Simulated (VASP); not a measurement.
# CaPb3: single point with LDA

CaPb3:

```
Ca Pb
1.0
     5.07930    0.00000    0.00000
     0.00000    5.07930    0.00000
     0.00000    0.00000    5.07930
Ca Pb
1 3
Cartesian
  0.0000 0.0000 0.0000
  0.0000 2.5396 2.5396
  2.5396 0.0000 2.5396
  2.5396 2.5396 0.0000
```

```json
{
  "Program": "VASP 6.6.1",
  "Task": "single point",
  "Functional": "LDA",
  "Potentials or basis": "VASP PAW LDA potentials, release 64 (Ca_sv, Pb_d)",
  "Cutoff": "520 eV",
  "k mesh": "5 × 5 × 5",
  "Occupations": "methfessel-paxton, width 0.1 eV",
  "Spin": "no spin polarisation"
}
```

```json
{
 "Pressure": "-5.5 GPa",
 "Band gap on the k mesh": "zero (bands 26 and 27 overlap by 1.68 eV)"
}
```

Levels at points of the mesh, in eV from the Fermi level:
```csv
k point,band 24,band 25,band 26,band 27,band 28,band 29
"(0.00, 0.00, 0.00)",-2.24,-2.24,1.61,2.01,2.01,2.01
```

Wall time 18 s on 1 thread of Intel(R) Xeon(R) 6975P-C (Granite Rapids) (shared host), peak memory 0.21 GiB.

Caveat: the cell stands under tension; spin-orbit coupling is left out, which moves the levels of the heavy elements.
